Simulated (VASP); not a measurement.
Pt: single point with LDA

Pt:

```xyz
2
Lattice="2.6693 0.0000 0.0000 -1.3347 2.3117 0.0000 0.0000 0.0000 4.5315" Properties=species:S:1:pos:R:3 pbc="T T T"
Pt    1.3347    0.7706    3.3986
Pt    0.0000    1.5411    1.1329
```

This isn't the form of Pt at room conditions, which is fcc.

| Property | Result |
| --- | --- |
| Program | VASP 6.6.1 |
| Task | single point |
| Functional | LDA |
| Potentials or basis | VASP PAW LDA potentials, release 64 (Pt) |
| Cutoff | 520 eV |
| k mesh | 18 × 18 × 10 |
| Occupations | fermi-dirac, width 0.15 eV |
| Spin | no spin polarisation |
| Dipole correction | no |
| Further INCAR settings | ALGO = Normal; EDIFF = 1e-06; NBANDS = 17 |

```
Pressure               : 23.0 GPa
Band gap on the k mesh : zero (bands 10 and 11 overlap by 1.56 eV)
```

Stress tensor (GPa, compression positive):
```
23.17  0.00  0.00
 0.00 23.17  0.00
 0.00  0.00 22.77
```

Levels at points of the mesh, in eV from the Fermi level:
| k point | band 6 | band 7 | band 8 | band 9 | band 10 | band 11 | band 12 | band 13 | band 14 | band 15 |
| --- | --- | --- | --- | --- | --- | --- | --- | --- | --- | --- |
| (0.00, 0.00, 0.00) | -3.69 | -3.69 | -2.42 | -2.42 | -1.14 | -0.32 | -0.32 | 5.80 | 14.68 | 15.85 |
| (0.50, 0.00, 0.00) | -3.54 | -3.36 | 0.09 | 0.25 | 0.54 | 2.47 | 4.09 | 7.89 | 9.58 | 10.65 |
| (0.00, 0.00, 0.50) | -4.21 | -4.21 | -4.21 | -1.02 | -1.02 | -1.02 | -1.02 | 13.10 | 13.10 | 15.48 |
| (0.50, 0.00, 0.50) | -2.36 | -1.21 | -1.21 | 0.42 | 0.42 | 1.66 | 1.66 | 7.29 | 7.29 | 14.89 |

Run time: 61 s on 1 thread of Intel(R) Xeon(R) 6975P-C (Granite Rapids) (shared host), peak memory 0.2 GiB.

Caveat: the cell stands under pressure; spin-orbit coupling is left out, which moves the levels of the heavy elements.
